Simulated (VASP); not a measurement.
# CuSi16 (a cell with a defect) in VASP: notebook

Runs on CuSi16 (a cell with a defect). Level: PBE. Tasks: single point.

Program: VASP 6.6.1. These are calculated values, not measurements. Logs are shortened: lines on timing, memory, paths and dates and some standing lists are left out, and cuts for length are marked.

## (1) The cell of the first run

The cell holds a defect, 17 atoms: a = 7.679 Å, b = 7.679 Å, c = 7.679 Å, α = 60.00°, β = 60.00°, γ = 60.00°.

## (2) Single point, PBE

INCAR

```
ALGO     = Normal         # electronic algorithm
EDIFF    = 1E-6           # SCF threshold, eV
ENCUT    = 520            # plane-wave cutoff, eV
GGA      = PE             # functional
ISIF     = 2              # what is computed and relaxed
ISMEAR   = 0              # smearing method
LASPH    = True           # aspherical terms in the spheres
LCHARG   = True           # write CHGCAR
LELF     = True           # ELF
LREAL    = Auto         
LVHAR    = True         
LWAVE    = False          # write WAVECAR
NBANDS   = 52             # bands
NELECT   = 74.0         
NELM     = 60             # most SCF steps
PREC     = Accurate       # precision mode
SIGMA    = 0.02           # smearing width, eV
```

KPOINTS

```
k-points
0
Gamma
  2 2 2
```

POSCAR

```
CuSi16
1.0
    0.0000000000      5.4300000000      5.4300000000
    5.4300000000      0.0000000000      5.4300000000
    5.4300000000      5.4300000000      0.0000000000
Si Cu
16 1
Direct
   -0.0009094766      0.0077061351     -0.0079958647
    0.1127589538      0.1522291316      0.1176701649
   -0.0009652503      0.0080830244      0.5010356948
    0.1435629087      0.1150168246      0.6208210855
   -0.0423357013      0.5237533059      0.0091271221
    0.1181004919      0.6178673298      0.1223324910
    0.0008457054      0.4892677158      0.5047619544
    0.1178876219      0.6183667131      0.6414178999
    0.4873261067      0.0128883065      0.0000308752
    0.6271265747      0.1223225863      0.1232041462
    0.5146170464     -0.0058575469      0.4955888478
    0.6269374667      0.1223045492      0.6276103521
    0.4922338404      0.4966462277     -0.0014321583
    0.5862204073      0.6356244431      0.1394106859
    0.4918913381      0.4966692889      0.5131521636
    0.6282217343      0.6200744247      0.6260068202
    0.1613583321      0.7857063402      0.2761908194
```

Potentials or basis: VASP PAW PBE potentials, release 64 (Si, Cu).

Command:

```console
> cat potpaw_PBE.64/Si/POTCAR potpaw_PBE.64/Cu/POTCAR > POTCAR
> mpirun -np 1 vasp_std > vasp.out
```

OUTCAR:

```text
EDIFF = 1E-6
   ENCUT = 520
   GGA = PE
   ISIF = 2
   ISMEAR = 0
   LASPH = True
   LREAL = Auto
   NELECT = 74.0
   NELM = 60
   PREC = Accurate

 ion  position               nearest neighbor table
   1  0.999  0.008  0.992-   4 2.33  10 2.33   2 2.41   6 2.45  17 2.47
   2  0.113  0.152  0.118-   5 2.34  17 2.35   9 2.35   3 2.41   1 2.41
   3  0.999  0.008  0.501-   4 2.33  12 2.33   2 2.41   8 2.44  17 2.47
   4  0.144  0.115  0.621-  11 2.33   1 2.33   3 2.33   7 2.35
   5  0.958  0.524  0.009-   8 2.32   6 2.32  14 2.33   2 2.34
   6  0.118  0.618  0.122-   5 2.32  13 2.35  17 2.35   7 2.40   1 2.45
   7  0.001  0.489  0.505-  16 2.34   4 2.35   6 2.40   8 2.40  17 2.54
   8  0.118  0.618  0.641-   5 2.32  15 2.35  17 2.35   7 2.40   3 2.44
   9  0.487  0.013  0.000-  10 2.34  12 2.34   2 2.35  14 2.37
  10  0.627  0.122  0.123-   1 2.33  11 2.34   9 2.34  13 2.35
  11  0.515  0.994  0.496-   4 2.33  10 2.34  12 2.34  16 2.35
  12  0.627  0.122  0.628-   3 2.33  11 2.34   9 2.34  15 2.35
  13  0.492  0.497  0.999-  16 2.34   6 2.35  10 2.35  14 2.35
  14  0.586  0.636  0.139-   5 2.33  15 2.35  13 2.35   9 2.37  17 2.66
  15  0.492  0.497  0.513-  16 2.34   8 2.35  12 2.35  14 2.35
  16  0.628  0.620  0.626-   7 2.34  13 2.34  15 2.34  11 2.35
  17  0.161  0.786  0.276-   6 2.35   8 2.35   2 2.35   1 2.47   3 2.47   7 2.54  14 2.66

  LATTYP: Found a face centered cubic cell.
 ALAT       =    10.8600000000

  Lattice vectors:

 A1 = (   0.0000000000,   5.4300000000,   5.4300000000)
 A2 = (   5.4300000000,   0.0000000000,   5.4300000000)
 A3 = (   5.4300000000,   5.4300000000,   0.0000000000)

Analysis of symmetry for initial positions (statically):
=====================================================================
 Subroutine PRICEL returns:
 Original cell was already a primitive cell.

 Routine SETGRP: Setting up the symmetry group for a
 face centered cubic supercell.

 Subroutine GETGRP returns: Found  1 space group operations
 (whereof  1 operations were pure point group operations)
 out of a pool of 48 trial point group operations.

The static configuration has the point symmetry C_1 .

Analysis of symmetry for dynamics (positions and initial velocities):
=====================================================================
 Subroutine PRICEL returns:
 Original cell was already a primitive cell.

 Routine SETGRP: Setting up the symmetry group for a
 face centered cubic supercell.

 Subroutine GETGRP returns: Found  1 space group operations
 (whereof  1 operations were pure point group operations)
 out of a pool of 48 trial point group operations.

The dynamic configuration has the point symmetry C_1 .

 Subroutine INISYM returns: Found  1 space group operations
 (whereof  1 operations are pure point group operations),
 and found     1 'primitive' translations

----------------------------------------------------------------------------------------

                                     Primitive cell

  volume of cell :     320.2060

  direct lattice vectors                    reciprocal lattice vectors
     0.000000000  5.430000000  5.430000000    -0.092081031  0.092081031  0.092081031
     5.430000000  0.000000000  5.430000000     0.092081031 -0.092081031  0.092081031
     5.430000000  5.430000000  0.000000000     0.092081031  0.092081031 -0.092081031

  length of vectors
     7.679179644  7.679179644  7.679179644     0.159489025  0.159489025  0.159489025

  position of ions in fractional coordinates (direct lattice)
     0.999090523  0.007706135  0.992004135
     0.112758954  0.152229132  0.117670165
     0.999034750  0.008083024  0.501035695
     0.143562909  0.115016825  0.620821085
     0.957664299  0.523753306  0.009127122
     0.118100492  0.617867330  0.122332491
[... 9 lines left out ...]
     0.628221734  0.620074425  0.626006820
     0.161358332  0.785706340  0.276190819

  ion indices of the primitive-cell ions
   primitive index   ion index
                 1           1
                 2           2
                 3           3
                 4           4
                 5           5
                 6           6
[... 9 lines left out ...]
                16          16
                17          17

----------------------------------------------------------------------------------------

 KPOINTS: k-points

Automatic generation of k-mesh.
 Grid dimensions read from file:
 generate k-points for:    2    2    2

 Generating k-lattice:

  Cartesian coordinates                     Fractional coordinates (reciprocal lattice)
    -0.046040516  0.046040516  0.046040516     0.500000000  0.000000000  0.000000000
     0.046040516 -0.046040516  0.046040516     0.000000000  0.500000000  0.000000000
     0.046040516  0.046040516 -0.046040516     0.000000000  0.000000000  0.500000000

  Length of vectors
     0.079744512  0.079744512  0.079744512

  Shift w.r.t. Gamma in fractional coordinates (k-lattice)
     0.000000000  0.000000000  0.000000000

 Subroutine IBZKPT returns following result:
 ===========================================

 Found      8 irreducible k-points:

 Following reciprocal coordinates:
            Coordinates               Weight
  0.000000  0.000000  0.000000      1.000000
  0.500000  0.000000  0.000000      1.000000
  0.000000  0.500000  0.000000      1.000000
  0.000000  0.000000  0.500000      1.000000
  0.500000  0.500000  0.500000      1.000000
  0.500000  0.500000  0.000000      1.000000
  0.000000  0.500000  0.500000      1.000000
  0.500000  0.000000  0.500000      1.000000
   k-points           NKPTS =      8   k-points in BZ     NKDIM =      8   number of bands    NBANDS=     52
   number of dos      NEDOS =    301   number of ions     NIONS =     17
   total plane-waves  NPLWV = 216000
   dimension x,y,z NGX =    60 NGY =   60 NGZ =   60
   dimension x,y,z NGXF=   120 NGYF=  120 NGZF=  120
   ions per type =              16   1
   NGX,Y,Z   is equivalent  to a cutoff of  12.99, 12.99, 12.99 a.u.
   NGXF,Y,Z  is equivalent  to a cutoff of  25.98, 25.98, 25.98 a.u.
 SYSTEM =  unknown system
   PREC   = accura    normal or accurate (medium, high low for compatibility)
   ISTART =      0    job   : 0-new  1-cont  2-samecut
   ICHARG =      2    charge: 1-file 2-atom 10-const
   ISPIN  =      1    spin polarized calculation?
   LNONCOLLINEAR =      F non collinear calculations
   LSORBIT =      F    spin-orbit coupling
   LASPH  =      T    aspherical Exc in radial PAW
   ENCUT  =  520.0 eV  38.22 Ry    6.18 a.u.  14.28 14.28 14.28*2*pi/ulx,y,z
   NELM   =     60;   NELMIN=  2; NELMDL= -5     # of ELM steps
   EDIFF  = 0.1E-05   stopping-criterion for ELM
   LREAL  =      T    real-space projection
   EDIFFG = 0.1E-04   stopping-criterion for IOM
   NSW    =      0    number of steps for IOM
   IBRION =     -1    ionic relax: 0-MD 1-quasi-New 2-CG
   NFREE  =      0    steps in history (QN), initial steepest desc. (CG)
   ISIF   =      2    stress and relaxation
   ISYM   =      2    0-nonsym 1-usesym 2-fastsym
   POTIM  = 0.5000    time-step for ionic-motion
   TEBEG  =    0.0;   TEEND  =   0.0 temperature during run
   PSTRESS=    0.0 pullay stress
   NELECT =      74.0000    total number of electrons
   NUPDOWN=      -1.0000    fix difference up-down
   EMIN   =  10.00;   EMAX   =-10.00  energy-range for DOS
   EFERMI =   0.00;   METHOD = LEGACY
   ISMEAR =     0;   SIGMA  =   0.02  broadening in eV -4-tet -1-fermi 0-gaus
   EFERMI_NEDOS =   21; number of points for ismear=-14 and -15
   IALGO  =     38    algorithm
   IMIX   =      4    mixing-type and parameters
     AMIX     =   0.40;   BMIX     =  1.00
     AMIX_MAG =   1.60;   BMIX_MAG =  1.00
  volume/ion in A,a.u.               =      18.84       127.11
  Fermi-wavevector in a.u.,A,eV,Ry     =   1.004636  1.898488 13.732283  1.009294
  Thomas-Fermi vector in A             =   2.137265
   LORBIT       =      0    0 simple, 1 ext, 2 COOP (PROOUT), +10 PAW based schemes
   GGA     = PE    functional components
   LHFCALC =     F    Hartree Fock is set to
   AEXX    =    0.0000 exact exchange contribution
   IVDW    =     0    specifies the selected vdW correction
   LEPSILON=     F    determine dielectric tensor
   LRPA    =     F    only Hartree local field effects (RPA)
 non-spin polarized calculation
 Gauss-broadening in eV      SIGMA  =   0.02
  energy-cutoff  :      520.00
  volume of cell :      320.21
 maximum number of plane-waves:      8646
 NGX is ok and might be reduce to    60
   NGX = 29   NGY = 29   NGZ = 29

 number of electron      74.0000003 magnetization

 Free energy of the ion-electron system (eV)
  ---------------------------------------------------
  ext. energy  EPLUGINS =         0.00000000
  ---------------------------------------------------
  free energy    TOTEN  =       -94.22282278 eV

  energy without entropy =      -94.22282277  energy(sigma->0) =      -94.22282278

 E-fermi :   6.4012     XC(G=0):  -9.6096

 val. band max:        6.3255907714   @ k =   0.0000   0.0000   0.0000
 cond. band min:       6.4768891285   @ k =   0.0000   0.0000   0.0000
 fundamental gap:      0.1512983571
 Fermi energy:         6.4012285247

 k-point     1 :       0.0000    0.0000    0.0000
  band No.  band energies     occupation
      1      -5.8948      2.00000
      2      -3.5317      2.00000
      3      -3.5143      2.00000
      4      -3.4877      2.00000
      5      -3.4666      2.00000
      6      -2.0111      2.00000
[... 41 lines left out ...]
     48       8.4698      0.00000
     49       8.5734      0.00000

 k-point     2 :       0.5000    0.0000    0.0000
  band No.  band energies     occupation
      1      -5.2576      2.00000
      2      -4.8996      2.00000
      3      -3.2416      2.00000
      4      -3.2297      2.00000
      5      -3.2014      2.00000
      6      -3.0660      2.00000
[... 304 lines left out ...]
 k-point     8 :       0.5000    0.0000    0.5000
  band No.  band energies     occupation
      1      -4.9334      2.00000
      2      -4.7156      2.00000
      3      -3.8824      2.00000
      4      -3.7742      2.00000
      5      -3.7450      2.00000
      6      -3.7391      2.00000
[... 41 lines left out ...]
     48      10.4705      0.00000
     49      10.4882      0.00000
 [bands above 49 left out]

------------------------ aborting loop because EDIFF is reached ----------------------------------------

  FORCE on cell =-STRESS in cart. coord.  units (eV):
  Direction    XX          YY          ZZ          XY          YZ          ZX
  --------------------------------------------------------------------------------------
  -------------------------------------------------------------------------------------
  Total       -1.3451142     -1.2881430     -1.9173571      0.8219015      0.0884964     -0.1327620
  in kB       -6.7303906     -6.4453304     -9.5936551      4.1124524      0.4427993     -0.6642857
  external PRESSURE =      -7.5897920 kB  Pullay stress =       0.0000000 kB

 VOLUME and BASIS-vectors are now :
 -----------------------------------------------------------------------------
  energy-cutoff  :      520.00
  volume of cell :      320.21
      direct lattice vectors                 reciprocal lattice vectors
     0.000000000  5.430000000  5.430000000    -0.092081031  0.092081031  0.092081031
     5.430000000  0.000000000  5.430000000     0.092081031 -0.092081031  0.092081031
     5.430000000  5.430000000  0.000000000     0.092081031  0.092081031 -0.092081031

 POSITION                                       TOTAL-FORCE (eV/Angst)
 -----------------------------------------------------------------------------------
      5.42843     10.81164      5.46691         0.000552      0.001698     -0.001028
      1.46555      1.25123      1.43889         0.002200     -0.014108      0.022966
      2.76451      8.14538      5.46865         0.002323      0.002537     -0.011694
      3.99560      4.15061      1.40409         0.010673     -0.011010      0.002999
      2.89354      5.24968      8.04410        -0.013388      0.015626     -0.005807
      4.01929      1.30555      3.99631        -0.010350     -0.001731      0.009459
[... 9 lines left out ...]
      6.76622      6.81046      6.77825        -0.001088      0.000122      0.005723
      5.76610      2.37589      5.14256        -0.002405      0.014187      0.012266
 -----------------------------------------------------------------------------------
    total drift:                               -0.006650      0.005797      0.008825

  FREE ENERGIE OF THE ION-ELECTRON SYSTEM (eV)
  ---------------------------------------------------
  free  energy   TOTEN  =       -94.2228227766 eV

  energy  without entropy=      -94.2228227749  energy(sigma->0) =      -94.22282278
```

Run time: 4.5 min. Hardware: 1 thread of Intel Xeon Platinum 8559C (Emerald Rapids), shared host; peak memory 0.49 GiB.

What came out:

* Free energy: -94.2228 eV
* Largest force: 0.027 eV/Å

Forces on the atoms (eV/Å):
```
Si   0.001  0.002 -0.001
Si   0.002 -0.014  0.023
Si   0.002  0.003 -0.012
Si   0.011 -0.011  0.003
Si  -0.013  0.016 -0.006
Si  -0.010 -0.002  0.009
Si   0.000  0.012 -0.017
Si  -0.004  0.000  0.003
Si   0.001 -0.004 -0.013
Si   0.004 -0.010  0.004
Si  -0.002  0.011 -0.008
Si   0.008 -0.001  0.008
Si  -0.002 -0.005 -0.008
Si   0.009 -0.014 -0.001
Si  -0.002  0.006 -0.004
Si  -0.001  0.000  0.006
Cu  -0.002  0.014  0.012
```

Levels at points of the mesh, in eV from the Fermi level:
| k point | band 34 | band 35 | band 36 | band 37 | band 38 | band 39 | band 40 | band 41 |
| --- | --- | --- | --- | --- | --- | --- | --- | --- |
| (0.00, 0.00, 0.00) | -1.01 | -0.63 | -0.19 | -0.08 | 0.08 | 0.40 | 0.59 | 0.61 |
| (0.50, 0.00, 0.00) | -0.91 | -0.89 | -0.65 | -0.52 | 0.52 | 1.01 | 1.34 | 1.37 |
| (0.00, 0.50, 0.00) | -0.94 | -0.89 | -0.87 | -0.80 | 0.50 | 1.15 | 1.24 | 1.32 |
| (0.00, 0.00, 0.50) | -0.94 | -0.90 | -0.84 | -0.74 | 0.55 | 1.12 | 1.26 | 1.31 |
| (0.50, 0.50, 0.50) | -0.94 | -0.90 | -0.84 | -0.75 | 0.55 | 1.12 | 1.26 | 1.31 |
| (0.50, 0.50, 0.00) | -1.51 | -1.50 | -1.42 | -1.12 | 0.67 | 0.98 | 1.96 | 2.05 |
| (0.00, 0.50, 0.50) | -1.54 | -1.46 | -1.43 | -1.08 | 0.66 | 0.99 | 1.94 | 2.06 |
| (0.50, 0.00, 0.50) | -1.54 | -1.46 | -1.43 | -1.08 | 0.66 | 0.99 | 1.94 | 2.06 |

Caveat: the k points lie up to 0.50 Å⁻¹ apart; the cell carries a net charge on a neutralising background, which shifts energy and pressure; the cell is charged against a uniform background, so pressure and absolute levels hang on convention.

[end of part 1 of 2]
